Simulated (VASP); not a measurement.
# Al (P6_3/mmc) in VASP: a series of runs

The runs below take Al through single point, relaxation of cell and atoms, with PBEsol.

Program: VASP 6.6.1. These are calculated values, not measurements. Logs are shortened: lines on timing, memory, paths and dates and some standing lists are left out, and cuts for length are marked.

### 1 The cell of the first run

The structure is hexagonal, space group P6_3/mmc (No. 194). Conventional cell: a = 2.853 Å, b = 2.853 Å, c = 4.629 Å, α = 90.00°, β = 90.00°, γ = 120.00°. Within 3.7 Å of Al (site symmetry -6m2) lie 12 Al at 2.84 to 2.85 Å.

### 2 Single point, PBEsol

Input file INCAR:

```
ALGO = Normal ; EDIFF = 1E-6
ENCUT = 520 ; GGA = PS
ISIF = 2 ; ISMEAR = 1
LASPH = True ; LCHARG = False
LREAL = False ; LWAVE = False
NBANDS = 10 ; NELM = 80
PREC = Accurate ; SIGMA = 0.1
```

Input file KPOINTS:

```
k-points
0
Gamma
  17 17 9
```

Input file POSCAR:

```
Al
1.0
    2.8525361910      0.0000000000      0.0000000000
   -1.4262680955      2.4703688066      0.0000000000
    0.0000000000      0.0000000000      4.6286420776
Al
2
Direct
    0.3333333333      0.6666666667      0.2500000000
    0.6666666667      0.3333333333      0.7500000000
```

Potentials or basis: VASP PAW PBE potentials, release 64 (Al).

Command:

```sh
cat potpaw_PBE.64/Al/POTCAR > POTCAR
mpirun -np 1 vasp_std > vasp.out
```

OUTCAR:

```text
EDIFF = 1E-6
   ENCUT = 520
   GGA = PS
   ISIF = 2
   ISMEAR = 1
   LASPH = True
   LREAL = False
   NELM = 80
   PREC = Accurate

 ion  position               nearest neighbor table
   1  0.333  0.667  0.250-   2 2.84   2 2.84   2 2.84   2 2.84   2 2.84   2 2.84
   2  0.667  0.333  0.750-   1 2.84   1 2.84   1 2.84   1 2.84   1 2.84   1 2.84

  LATTYP: Found a hexagonal cell.
 ALAT       =     2.8525361910
 C/A-ratio  =     1.6226409650

  Lattice vectors:

 A1 = (   2.8525361910,   0.0000000000,   0.0000000000)
 A2 = (  -1.4262680955,   2.4703688066,   0.0000000000)
 A3 = (   0.0000000000,   0.0000000000,   4.6286420776)

Analysis of symmetry for initial positions (statically):
=====================================================================
 Subroutine PRICEL returns:
 Original cell was already a primitive cell.

 Routine SETGRP: Setting up the symmetry group for a
 hexagonal supercell.

 Subroutine GETGRP returns: Found 24 space group operations
 (whereof 12 operations were pure point group operations)
 out of a pool of 24 trial point group operations.

The static configuration has the point symmetry D_3d.
 The point group associated with its full space group is D_6h.

Analysis of symmetry for dynamics (positions and initial velocities):
=====================================================================
 Subroutine PRICEL returns:
 Original cell was already a primitive cell.

 Routine SETGRP: Setting up the symmetry group for a
 hexagonal supercell.

 Subroutine GETGRP returns: Found 24 space group operations
 (whereof 12 operations were pure point group operations)
 out of a pool of 24 trial point group operations.

The dynamic configuration has the point symmetry D_3d.
 The point group associated with its full space group is D_6h.

 Subroutine INISYM returns: Found 24 space group operations
 (whereof 12 operations are pure point group operations),
 and found     1 'primitive' translations

----------------------------------------------------------------------------------------

                                     Primitive cell

  volume of cell :      32.6172

  direct lattice vectors                    reciprocal lattice vectors
     2.852536191  0.000000000  0.000000000     0.350565228  0.202398929  0.000000000
    -1.426268095  2.470368807  0.000000000     0.000000000  0.404797857  0.000000000
     0.000000000  0.000000000  4.628642078     0.000000000  0.000000000  0.216046085

  length of vectors
     2.852536191  2.852536191  4.628642078     0.404797857  0.404797857  0.216046085

  position of ions in fractional coordinates (direct lattice)
     0.333333333  0.666666667  0.250000000
     0.666666667  0.333333333  0.750000000

  ion indices of the primitive-cell ions
   primitive index   ion index
                 1           1
                 2           2

----------------------------------------------------------------------------------------

 KPOINTS: k-points

Automatic generation of k-mesh.
 Grid dimensions read from file:
 generate k-points for:   17   17    9

 Generating k-lattice:

  Cartesian coordinates                     Fractional coordinates (reciprocal lattice)
     0.020621484  0.011905819  0.000000000     0.058823529  0.000000000  0.000000000
     0.000000000  0.023811639  0.000000000     0.000000000  0.058823529  0.000000000
     0.000000000  0.000000000  0.024005121     0.000000000  0.000000000  0.111111111

  Length of vectors
     0.023811639  0.023811639  0.024005121

  Shift w.r.t. Gamma in fractional coordinates (k-lattice)
     0.000000000  0.000000000  0.000000000

 Subroutine IBZKPT returns following result:
 ===========================================

 Found    165 irreducible k-points:

 Following reciprocal coordinates:
            Coordinates               Weight
  0.000000  0.000000  0.000000      1.000000
  0.058824  0.000000  0.000000      6.000000
  0.117647  0.000000  0.000000      6.000000
  0.176471  0.000000  0.000000      6.000000
  0.235294  0.000000  0.000000      6.000000
  0.294118  0.000000  0.000000      6.000000
[... 16 lines left out ...]
  0.411765  0.117647  0.000000     12.000000
  0.176471  0.176471  0.000000      6.000000
 [... further k-points ...]
   k-points           NKPTS =    165   k-points in BZ     NKDIM =    165   number of bands    NBANDS=     10
   number of dos      NEDOS =    301   number of ions     NIONS =      2
   total plane-waves  NPLWV =  20736
   dimension x,y,z NGX =    24 NGY =   24 NGZ =   36
   dimension x,y,z NGXF=    48 NGYF=   48 NGZF=   72
   ions per type =               2
   NGX,Y,Z   is equivalent  to a cutoff of  13.99, 13.99, 12.93 a.u.
   NGXF,Y,Z  is equivalent  to a cutoff of  27.97, 27.97, 25.86 a.u.
 SYSTEM =  unknown system
   PREC   = accura    normal or accurate (medium, high low for compatibility)
   ISTART =      0    job   : 0-new  1-cont  2-samecut
   ICHARG =      2    charge: 1-file 2-atom 10-const
   ISPIN  =      1    spin polarized calculation?
   LNONCOLLINEAR =      F non collinear calculations
   LSORBIT =      F    spin-orbit coupling
   LASPH  =      T    aspherical Exc in radial PAW
   ENCUT  =  520.0 eV  38.22 Ry    6.18 a.u.   5.30  5.30  8.61*2*pi/ulx,y,z
   NELM   =     80;   NELMIN=  2; NELMDL= -5     # of ELM steps
   EDIFF  = 0.1E-05   stopping-criterion for ELM
   LREAL  =      F    real-space projection
   EDIFFG = 0.1E-04   stopping-criterion for IOM
   NSW    =      0    number of steps for IOM
   IBRION =     -1    ionic relax: 0-MD 1-quasi-New 2-CG
   NFREE  =      0    steps in history (QN), initial steepest desc. (CG)
   ISIF   =      2    stress and relaxation
   ISYM   =      2    0-nonsym 1-usesym 2-fastsym
   POTIM  = 0.5000    time-step for ionic-motion
   TEBEG  =    0.0;   TEEND  =   0.0 temperature during run
   PSTRESS=    0.0 pullay stress
   NELECT =       6.0000    total number of electrons
   NUPDOWN=      -1.0000    fix difference up-down
   EMIN   =  10.00;   EMAX   =-10.00  energy-range for DOS
   EFERMI =   0.00;   METHOD = LEGACY
   ISMEAR =     1;   SIGMA  =   0.10  broadening in eV -4-tet -1-fermi 0-gaus
   EFERMI_NEDOS =   21; number of points for ismear=-14 and -15
   IALGO  =     38    algorithm
   IMIX   =      4    mixing-type and parameters
     AMIX     =   0.40;   BMIX     =  1.00
     AMIX_MAG =   1.60;   BMIX_MAG =  1.00
  volume/ion in A,a.u.               =      16.31       110.06
  Fermi-wavevector in a.u.,A,eV,Ry     =   0.931057  1.759443 11.794450  0.866868
  Thomas-Fermi vector in A             =   2.057511
   LORBIT       =      0    0 simple, 1 ext, 2 COOP (PROOUT), +10 PAW based schemes
   GGA     = PS    functional components
   LHFCALC =     F    Hartree Fock is set to
   AEXX    =    0.0000 exact exchange contribution
   IVDW    =     0    specifies the selected vdW correction
   LEPSILON=     F    determine dielectric tensor
   LRPA    =     F    only Hartree local field effects (RPA)
 non-spin polarized calculation
 Methfessel and Paxton  Order N= 1 SIGMA  =   0.10
  energy-cutoff  :      520.00
  volume of cell :       32.62
 maximum number of plane-waves:       893
 NGX is ok and might be reduce to    24
   NGX = 11   NGY = 11   NGZ = 17

 number of electron       6.0000000 magnetization

 Free energy of the ion-electron system (eV)
  ---------------------------------------------------
  ext. energy  EPLUGINS =         0.00000000
  ---------------------------------------------------
  free energy    TOTEN  =        -8.12212375 eV

  energy without entropy =       -8.12269195  energy(sigma->0) =       -8.12231315

 E-fermi :   8.1007     XC(G=0): -10.3006

 val. band max:        8.0854232087   @ k =   0.4118   0.1765   0.1111
 cond. band min:       8.1324622684   @ k =   0.4706   0.0588   0.1111
 fundamental gap:      0.0470390597
 Fermi energy:         8.1006578324

 k-point     1 :       0.0000    0.0000    0.0000
  band No.  band energies     occupation
      1      -3.1412      2.00000
      2       3.4678      2.00000
      3       3.7555      2.00000
      4      18.6162      0.00000
      5      18.6162      0.00000
      6      19.0158      0.00000
      7      19.0158      0.00000
      8      20.2855      0.00000
      9      22.0947      0.00000
     10      22.7035      0.00000

 k-point     2 :       0.0588    0.0000    0.0000
  band No.  band energies     occupation
      1      -3.0574      2.00000
      2       3.5454      2.00000
      3       3.8374      2.00000
      4      16.9522      0.00000
      5      17.6479      0.00000
      6      18.8693      0.00000
      7      20.1273      0.00000
      8      21.0041      0.00000
      9      22.3963      0.00000
     10      22.6432      0.00000

 k-point     3 :       0.1176    0.0000    0.0000
  band No.  band energies     occupation
      1      -2.8061      2.00000
      2       3.7784      2.00000
      3       4.0818      2.00000
      4      14.7653      0.00000
      5      16.6495      0.00000
      6      18.0308      0.00000
      7      20.6577      0.00000
      8      20.6852      0.00000
      9      21.5282      0.00000
     10      22.1246      0.00000

 k-point     4 :       0.1765    0.0000    0.0000
  band No.  band energies     occupation
      1      -2.3883      2.00000
      2       4.1666      2.00000
      3       4.4852      2.00000
      4      12.6083      0.00000
      5      15.7913      0.00000
      6      17.0580      0.00000
      7      18.6323      0.00000
      8      19.0781      0.00000
      9      21.4750      0.00000
     10      21.8640      0.00000
[... 222 lines left out ...]
 k-point    22 :       0.3529    0.1176    0.0000
  band No.  band energies     occupation
      1       1.1508      2.00000
      2       5.1812      2.00000
      3       7.4861      2.00000
      4       8.0316      1.91286
      5      10.5146      0.00000
      6      11.5490      0.00000
      7      12.4264      0.00000
      8      16.9608      0.00000
      9      17.2678      0.00000
     10      18.7461      0.00000

 k-point    23 :       0.4118    0.1176    0.0000
  band No.  band energies     occupation
      1       2.3582      2.00000
      2       3.7234      2.00000
      3       8.5713     -0.00000
      4       9.0299     -0.00000
      5       9.9598     -0.00000
      6      10.1597      0.00000
      7      11.5172      0.00000
      8      16.7953      0.00000
      9      17.1296      0.00000
     10      18.6035      0.00000

 k-point    24 :       0.1765    0.1765    0.0000
  band No.  band energies     occupation
      1      -0.8950      2.00000
      2       5.5630      2.00000
      3       5.8739      2.00000
      4      10.0133     -0.00000
      5      10.1800      0.00000
      6      15.6145      0.00000
      7      16.2354      0.00000
      8      16.9462      0.00000
      9      17.0286      0.00000
     10      21.3206      0.00000

 [... further k-points ...]
[... 5 lines left out ...]
  --------------------------------------------------------------------------------------
  -------------------------------------------------------------------------------------
  Total       -0.0121542     -0.0121542      0.0547920     -0.0000000     -0.0000000      0.0000000
  in kB       -0.5970206     -0.5970206      2.6914177     -0.0000000     -0.0000000      0.0000000
  external PRESSURE =       0.4991255 kB  Pullay stress =       0.0000000 kB

 VOLUME and BASIS-vectors are now :
 -----------------------------------------------------------------------------
  energy-cutoff  :      520.00
  volume of cell :       32.62
      direct lattice vectors                 reciprocal lattice vectors
     2.852536191  0.000000000  0.000000000     0.350565228  0.202398929  0.000000000
    -1.426268095  2.470368807  0.000000000     0.000000000  0.404797857  0.000000000
     0.000000000  0.000000000  4.628642078     0.000000000  0.000000000  0.216046085

 POSITION                                       TOTAL-FORCE (eV/Angst)
 -----------------------------------------------------------------------------------
     -0.00000      1.64691      1.15716        -0.000000      0.000000      0.000000
      1.42627      0.82346      3.47148         0.000000     -0.000000      0.000000
 -----------------------------------------------------------------------------------
    total drift:                                0.000000     -0.000000     -0.000000

  FREE ENERGIE OF THE ION-ELECTRON SYSTEM (eV)
  ---------------------------------------------------
  free  energy   TOTEN  =        -8.1221237467 eV

  energy  without entropy=       -8.1226919516  energy(sigma->0) =       -8.12231315
```

It took 51 s on 1 thread of Intel Xeon 6975P-C, shared host; peak memory 0.18 GiB.

What came out:

| Property | Result |
| --- | --- |
| Free energy | -8.1221 eV |
| Pressure | 0.0 GPa |
| Band gap on the k mesh | zero (band 3 reaches 11.53 eV, above the bottom of band 4 at 5.11 eV) |

Stress tensor (GPa, compression positive):
```
-0.06  0.00  0.00
 0.00 -0.06  0.00
 0.00  0.00  0.27
```

Caveat: the PAW data sets were made with another functional, which shifts forces and pressure a little.

(Continued in part 2 of 2.)
